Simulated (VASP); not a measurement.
A run of VASP 6.6.1:

The input INCAR:

```
SYSTEM = TlRh2
ALGO = Fast ; EDIFF = 1E-6
ENCUT = 520 ; GGA = PE
ISIF = 2 ; ISMEAR = 0
LASPH = .TRUE. ; LCHARG = .FALSE.
LREAL = .FALSE. ; LWAVE = .FALSE.
NBANDS = 52 ; NELM = 100
PREC = Accurate ; SIGMA = 0.2
```

Contents of KPOINTS:

```
k-points
0
G
  8 4 4
  0 0 0
```

POSCAR

```
TlRh2
1.0
    3.0336226841      0.0003712802      0.0005496852
    0.0001717524      5.1895929594      0.0101878475
    0.0008674948      0.0126151020      6.5802058798
Tl Rh
2 4
Direct
    0.4998415974      0.5000210573     -0.0000546076
    0.9998865625      1.0000229302      0.0000617485
    0.4998337302      0.1672826284      0.6534256982
    0.0000933923      0.6674072064      0.6534937671
    0.0000506625      0.3327115678      0.3465513460
    0.5002940551      0.8325546100      0.3465220477
```

Potentials or basis: VASP PAW PBE potentials, release 64 (Tl_d, Rh_pv).

Run with:

```console
$ cat potpaw_PBE.64/Tl_d/POTCAR potpaw_PBE.64/Rh_pv/POTCAR > POTCAR
$ mpirun -np 1 vasp_std > vasp.out
```

Hardware: 1 thread of AMD EPYC 9R45 96-Core Processor (Zen 5), on a shared host.

Task: Estimate the wall time of this run.

Result: Run time: 3.1 min on 1 thread of AMD EPYC 9R45 96-Core Processor (Zen 5) (shared host), peak memory 0.37 GiB. Counts: scf iterations 17, k points 68.
